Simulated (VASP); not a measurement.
# MgS (Pm-3m) in VASP: further runs, part 2 of 2

VASP 6.6.1. The steps go on from the part before.

## 3. Vibrations by perturbation theory, LDA

This run uses another cell than the first one, of 16.69 Å³/atom.

Input file INCAR:

```
  PREC = Accurate
  ENCUT = 520
  EDIFF = 1E-8
  ISMEAR = -1
  SIGMA = 0.15
  LREAL = False
  LASPH = True
  NELM = 60
  ALGO = Normal
  ISIF = 2
  LWAVE = False
  LCHARG = True
  IBRION = 8
  NSW = 1
```

Input file KPOINTS:

```
Automatic mesh
0
Gamma
  14 14 14
```

Input file POSCAR:

```
MgS
1.0
    3.2200000000      0.0000000000      0.0000000000
    0.0000000000      3.2200000000      0.0000000000
    0.0000000000      0.0000000000      3.2200000000
Mg S
1 1
Direct
    0.0000000000      0.0000000000      0.0000000000
    0.5000000000      0.5000000000      0.5000000000
```

Potentials or basis: VASP PAW LDA potentials, release 64 (Mg, S).

The run is started by

```bash
> cat potpaw_LDA.64/Mg/POTCAR potpaw_LDA.64/S/POTCAR > POTCAR
> mpirun -np 1 vasp_std > vasp.out
```

OUTCAR:

```text
PREC = Accurate
   ENCUT = 520
   EDIFF = 1E-8
   ISMEAR = -1
   LREAL = False
   LASPH = True
   NELM = 60
   ISIF = 2
   IBRION = 8
   NSW = 1

 ion  position               nearest neighbor table
   1  0.000  0.000  0.000-   2 2.79   2 2.79   2 2.79   2 2.79   2 2.79   2 2.79   2 2.79   2 2.79

   2  0.500  0.500  0.500-   1 2.79   1 2.79   1 2.79   1 2.79   1 2.79   1 2.79   1 2.79   1 2.79

  LATTYP: Found a simple cubic cell.
 ALAT       =     3.2200000000

  Lattice vectors:

 A1 = (   3.2200000000,   0.0000000000,   0.0000000000)
 A2 = (   0.0000000000,   3.2200000000,   0.0000000000)
 A3 = (   0.0000000000,   0.0000000000,   3.2200000000)

Analysis of symmetry for initial positions (statically):
=====================================================================
 Subroutine PRICEL returns:
 Original cell was already a primitive cell.

 Routine SETGRP: Setting up the symmetry group for a
 simple cubic supercell.

 Subroutine GETGRP returns: Found 48 space group operations
 (whereof 48 operations were pure point group operations)
 out of a pool of 48 trial point group operations.

The static configuration has the point symmetry O_h .

Analysis of symmetry for dynamics (positions and initial velocities):
=====================================================================
 Subroutine PRICEL returns:
 Original cell was already a primitive cell.

 Routine SETGRP: Setting up the symmetry group for a
 simple cubic supercell.

 Subroutine GETGRP returns: Found 48 space group operations
 (whereof 48 operations were pure point group operations)
 out of a pool of 48 trial point group operations.

The dynamic configuration has the point symmetry O_h .

 Subroutine INISYM returns: Found 48 space group operations
 (whereof 48 operations are pure point group operations),
 and found     1 'primitive' translations

----------------------------------------------------------------------------------------

                                     Primitive cell

  volume of cell :      33.3862

  direct lattice vectors                    reciprocal lattice vectors
     3.220000000  0.000000000  0.000000000     0.310559006  0.000000000  0.000000000
     0.000000000  3.220000000  0.000000000     0.000000000  0.310559006  0.000000000
     0.000000000  0.000000000  3.220000000     0.000000000  0.000000000  0.310559006

  length of vectors
     3.220000000  3.220000000  3.220000000     0.310559006  0.310559006  0.310559006

  position of ions in fractional coordinates (direct lattice)
     0.000000000  0.000000000  0.000000000
     0.500000000  0.500000000  0.500000000

  ion indices of the primitive-cell ions
   primitive index   ion index
                 1           1
                 2           2

[... 134 lines left out ...]
      5       6.6125      0.00297
      6       9.8502      0.00000
      7       9.8502      0.00000
      8      18.3431      0.00000
[... 243 lines left out ...]
 k-point    24 :       0.3571    0.2143    0.0000
  band No.  band energies     occupation
      1      -7.2559      2.00000
      2      -0.0720      2.00000
      3       2.4671      2.00000
      4       5.1724      1.91278
      5       9.0130      0.00000
      6      10.4630      0.00000
      7      13.6143      0.00000
      8      14.1228      0.00000

 [... further k-points ...]

------------------------ aborting loop because EDIFF is reached ----------------------------------------

  FORCE on cell =-STRESS in cart. coord.  units (eV):
  Direction    XX          YY          ZZ          XY          YZ          ZX
  --------------------------------------------------------------------------------------
  -------------------------------------------------------------------------------------
  Total       -0.2660181     -0.2660181     -0.2660181      0.0000000      0.0000000     -0.0000000
  in kB      -12.7659813    -12.7659813    -12.7659813      0.0000000      0.0000000     -0.0000000
  external PRESSURE =     -12.7659813 kB  Pullay stress =       0.0000000 kB

 VOLUME and BASIS-vectors are now :
 -----------------------------------------------------------------------------
  energy-cutoff  :      520.00
  volume of cell :       33.39
      direct lattice vectors                 reciprocal lattice vectors
     3.220000000  0.000000000  0.000000000     0.310559006  0.000000000  0.000000000
     0.000000000  3.220000000  0.000000000     0.000000000  0.310559006  0.000000000
     0.000000000  0.000000000  3.220000000     0.000000000  0.000000000  0.310559006

 POSITION                                       TOTAL-FORCE (eV/Angst)
 -----------------------------------------------------------------------------------
      0.00000      0.00000      0.00000         0.000000      0.000000      0.000000
      1.61000      1.61000      1.61000         0.000000      0.000000      0.000000
 -----------------------------------------------------------------------------------
    total drift:                                0.000000     -0.000000     -0.000000

  FREE ENERGIE OF THE ION-ELECTRON SYSTEM (eV)
  ---------------------------------------------------
  free  energy   TOTEN  =        -8.3670873319 eV

  energy  without entropy=       -8.3330741725  energy(sigma->0) =       -8.35008075

[... ionic steps 2 to 3 ...]

--------------------------------------- Ionic step        4  -------------------------------------------

------------------------ aborting loop because EDIFF is reached ----------------------------------------

[... ionic steps 5 to 6 ...]

--------------------------------------- Ionic step        7  -------------------------------------------

 Free energy of the ion-electron system (eV)
  ---------------------------------------------------
  ---------------------------------------------------
  free energy    TOTEN  =        -0.10329975 eV

  energy without entropy =       -0.10329976

------------------------ aborting loop because EDIFF is reached ----------------------------------------

 INTERNAL STRAIN TENSOR  FOR ION    2  DIRECTION 1   (eV/Angst):
 -----------------------------------------------------------------------------
    -0.01246  0.00000 -0.00000
     0.00000  0.01335 -0.00000
     0.00000 -0.00000  0.01335

 INTERNAL STRAIN TENSOR FOR ION    2 for displacements in x,y,z  (eV/Angst):
          X           Y           Z          XY          YZ          ZX
  --------------------------------------------------------------------------------
  x     0.00000     0.00000     0.00000     0.00000     0.00000     0.00000
  y     0.00000     0.00000     0.00000     0.00000     0.00000     0.00000
  z     0.00000     0.00000     0.00000     0.00000     0.00000     0.00000

 SECOND DERIVATIVES (NOT SYMMETRIZED)
 ------------------------------------
               1X          1Y          1Z          2X          2Y          2Z
  1X     0.002125    0.000000    0.000000   -0.002125   -0.000000   -0.000000
  1Y     0.000000    0.002125    0.000000   -0.000000   -0.002125   -0.000000
  1Z     0.000000    0.000000    0.002125   -0.000000   -0.000000   -0.002125
  2X    -0.010484    0.000000    0.000000    0.010484   -0.000000    0.000000
  2Y     0.000000   -0.010484   -0.000000   -0.000000    0.010484    0.000000
  2Z    -0.000000    0.000000   -0.010484    0.000000    0.000000    0.010484

 Eigenvectors and eigenvalues of the dynamical matrix
 ----------------------------------------------------

   1 f  =    0.108793 THz     0.683567 2PiTHz    3.628947 cm-1     0.449932 meV
             X         Y         Z           dx          dy          dz
      0.000000  0.000000  0.000000     0.013224   -0.057778    0.854835
      1.610000  1.610000  1.610000     0.007956   -0.034759    0.514269
[... 21 lines left out ...]
   6 f/i=    0.336316 THz     2.113134 2PiTHz   11.218285 cm-1     1.390889 meV
             X         Y         Z           dx          dy          dz
      0.000000  0.000000  0.000000    -0.000000    0.515503   -0.000000
      1.610000  1.610000  1.610000    -0.000000   -0.856888   -0.000000

--------------------------------------------------------------------------------------------------------

 ELASTIC MODULI CONTR FROM IONIC RELAXATION (kBar)
 Direction    XX          YY          ZZ          XY          YZ          ZX
 --------------------------------------------------------------------------------
 XX           0.0000      0.0000      0.0000      0.0000      0.0000      0.0000
 YY           0.0000      0.0000      0.0000      0.0000      0.0000      0.0000
 ZZ           0.0000      0.0000      0.0000      0.0000      0.0000      0.0000
 XY           0.0000      0.0000      0.0000      0.0000      0.0000      0.0000
 YZ           0.0000      0.0000      0.0000      0.0000      0.0000      0.0000
 ZX           0.0000      0.0000      0.0000      0.0000      0.0000      0.0000
 --------------------------------------------------------------------------------
```

OSZICAR:

```text
N       E                     dE             d eps       ncg     rms          rms(c)
DAV:   1     0.225677203363E+02    0.22568E+02   -0.37317E+03  1944   0.818E+02
[... 43 lines left out ...]
RMM:  10    -0.103298665067E+00   -0.42737E-05    0.75329E-07  7141   0.493E-04    0.261E-04
RMM:  11    -0.103300639102E+00   -0.19740E-05    0.24793E-06  7491   0.273E-04    0.224E-04
RMM:  12    -0.103300205471E+00    0.43363E-06    0.21649E-06  7854   0.690E-05    0.148E-04
RMM:  13    -0.103299740546E+00    0.46492E-06    0.25841E-08  6998   0.543E-05    0.455E-06
RMM:  14    -0.103299697161E+00    0.43385E-07   -0.33588E-07  8120   0.154E-05    0.158E-05
RMM:  15    -0.103299748243E+00   -0.51082E-07   -0.87735E-08  7358   0.728E-06    0.244E-07
RMM:  16    -0.103299752578E+00   -0.43347E-08    0.17735E-08  5075   0.338E-06    0.848E-07
 Linear response finished
```

stdout:

```text
POSCAR found type information on POSCAR MgS
 POSCAR found :  2 types and       2 ions
 scaLAPACK will be used
 LDA part: xc-table for (Slater(with rela. corr.)+CA(PZ))
 , standard interpolation
 POSCAR, INCAR and KPOINTS ok, starting setup
 FFT: planning ... GRIDC
 FFT: planning ... GRID_SOFT
 FFT: planning ... GRID
 WAVECAR not read
 entering main loop
 Linear response reoptimize wavefunctions to high precision
 Linear response DOF=           2
 Linear response progress:
 first order change of Fermi-energy   0.13921E-03
 force on displaced ion       1 direction 1 :   0.002  -0.000   0.000
 Linear response progress:
 first order change of Fermi-energy  -0.19471E-03
 force on displaced ion       2 direction 1 :   0.010  -0.000   0.000
 Linear response finished
```

It took 2.2 min on 1 thread of AMD EPYC 7R13, shared host; peak memory 0.3 GiB.

What came out:

```
Highest phonon frequency at Γ, LO-TO splitting left out : 4 cm⁻¹
```

Phonon frequencies in cm⁻¹ (negative: imaginary):
| q point | frequencies |
| --- | --- |
| (0.000, 0.000, 0.000) | -11 -11 -11 4 4 4 |

Caveat: the cell stands under pressure or tension, which shifts response properties; some modes are imaginary.
